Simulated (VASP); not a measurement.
Write the native input for VASP 6.6.1 that does the following.

```
Task                   : single point
Functional             : r2SCAN
Potentials or basis    : VASP PAW PBE potentials, release 64 (Co, O)
Cutoff                 : 520 eV
k mesh                 : 10 × 10 × 10
Occupations            : fermi-dirac, width 0.05 eV
Spin                   : collinear spin, ferromagnetic start
Starting moments       : [2.0, 0.0] μB
Dipole correction      : no
Further INCAR settings : ALGO = Normal; EDIFF = 1e-07; NBANDS = 18
```

CoO:

```xyz
2
Lattice="1.6022 0.9250 2.5665 -1.6022 0.9250 2.5665 0.0000 -1.8501 2.5665" Properties=species:S:1:pos:R:3 pbc="T T T"
Co    0.0000    0.0000    7.6915
O     0.0000    0.0000    5.7824
```

The input as run:

POSCAR

```
CoO
1.0
    1.6022198417      0.9250420569      2.5664708903
   -1.6022198417      0.9250420569      2.5664708903
    0.0000000000     -1.8500841138      2.5664708903
Co O
1 1
Direct
    0.9989783200      0.9989783200      0.9989783200
    0.7510210300      0.7510210300      0.7510210300
```

INCAR.step1

```
SYSTEM = CoO
  ALGO = Normal
  EDIFF = 1E-4
  ENCUT = 520
  GGA = PE
  ISMEAR = -1
  ISPIN = 2
  LASPH = .True.
  LCHARG = .False.
  LMAXMIX = 4
  LREAL = .False.
  LWAVE = .True.
  MAGMOM = 2 0
  NBANDS = 18
  NELM = 150
  PREC = Accurate
  SIGMA = 0.05
```

INCAR.step2

```
SYSTEM = CoO
  ALGO = Normal
  EDIFF = 1E-7
  ENCUT = 520
  ISIF = 2
  ISMEAR = -1
  ISPIN = 2
  ISTART = 1
  LASPH = .True.
  LCHARG = .True.
  LELF = .True.
  LMAXMIX = 4
  LMIXTAU = .True.
  LORBIT = 11
  LREAL = .False.
  LVHAR = .True.
  LWAVE = .False.
  MAGMOM = 2 0
  METAGGA = R2SCAN
  NBANDS = 18
  NELM = 150
  PREC = Accurate
  SIGMA = 0.05
```

KPOINTS

```
k-points
0
Gamma
  10 10 10
  0 0 0
```

Potentials or basis: VASP PAW PBE potentials, release 64 (Co, O).

Command:

```console
$ cat potpaw_PBE.64/Co/POTCAR potpaw_PBE.64/O/POTCAR > POTCAR
$ cp INCAR.step1 INCAR
$ mpirun -np 1 vasp_std > vasp.out
$ cp INCAR.step2 INCAR
$ mpirun -np 1 vasp_std > vasp.out
```

It gave:

```json
{"Pressure": "3.7 GPa", "Largest force": "0.373 eV/Å", "Band gap on the k mesh": "0.08 eV (least direct gap 0.29 eV)", "Net moment": "2.99 μB per cell", "Site moments": "Co +2.62; O +0.28 μB", "Valence electrons inside the program's atomic spheres": "Co 7.99; O 5.06"}
```

Caveat: the cell stands under pressure; the PAW data sets were made with another functional, which shifts forces and pressure a little; a cell with one magnetic atom can't hold antiferromagnetic order, which such compounds often take.

Run time: 5.3 min on 1 thread of Intel(R) Xeon(R) Platinum 8259CL CPU @ 2.50GHz (Skylake/Cascade Lake), on a shared host, peak memory 0.21 GiB.
